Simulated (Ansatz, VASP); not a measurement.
Given: the input of a run of VASP 6.6.1 on AlIn.

Contents of INCAR:

```
PREC = Accurate
ENCUT = 520
EDIFF = 1E-6
ISMEAR = -1
SIGMA = 0.05
LREAL = False
LASPH = True
NELM = 80
ALGO = Normal
ISIF = 2
LWAVE = False
LCHARG = False
GGA = PE
NBANDS = 15
```

File KPOINTS:

```
regular mesh
0
Gamma
  10 10 5
```

The input POSCAR:

```
AlIn
1.0
    3.1140301093      0.0000000000      0.0000000000
   -1.5570201527      2.6968351308      0.0000000000
    0.0000000000      0.0000000000      5.9423239213
Al In
1 1
Direct
    0.0000000000      0.0000000000      0.0000000000
    0.0000000000      0.0000000000      0.5000000000
```

Potentials or basis: VASP PAW PBE potentials, release 64 (Al, In_d).

Command:

```console
$ cat potpaw_PBE.64/Al/POTCAR potpaw_PBE.64/In_d/POTCAR > POTCAR
$ mpirun -np 1 vasp_std > vasp.out
```

Task: Translate it to Ansatz 0.2.0. Potentials there: all-electron LAPW, scalar-relativistic.

Result: As run (the cutoff follows the program's own potentials):

File input.yaml:

```yaml
crystal:
  lattice:
    - [3.1140301093, 0.0, 0.0]
    - [-1.5570201527, 2.6968351308, 0.0]
    - [0.0, 0.0, 5.9423239213]
  atoms:
    - { symbol: Al, position: [0.0, 0.0, 0.0] }
    - { symbol: In, position: [0.0, 0.0, 0.5] }
kpoints:
  mp_grid: { grid: [10, 10, 5] }
scf:
  occupations: { method: fermi_dirac, width: 0.05 }
hamiltonian:
  xc: pbe
  pseudopotentials: { kind: all_electron, lapw: { basis_error: 0.0005 } }
output:
  forces: true
  stress: true
  eigenvalues: true
```

Potentials or basis: all-electron LAPW, scalar-relativistic.

The run is started by

```console
$ ansatz run input.yaml --threads 1 --pin off --max-ram 3072MiB --backend cpu --events-out ev --progress --plain --runs-dir out
```

Both were run:

|  | VASP | Ansatz | Ansatz less VASP |
| --- | --- | --- | --- |
| gap on the k mesh at the Fermi level (eV) | none | none | - |
| pressure (GPa) | -2.4 | -2.3 | +0.03 |
| traceless stress, the component that is largest in VASP (GPa) | -0.52 | -0.52 | +0.001 |

A gap of «none» marks a metal or a gap that the smearing closes. Ansatz ran all-electron here, and VASP with PAW potentials.
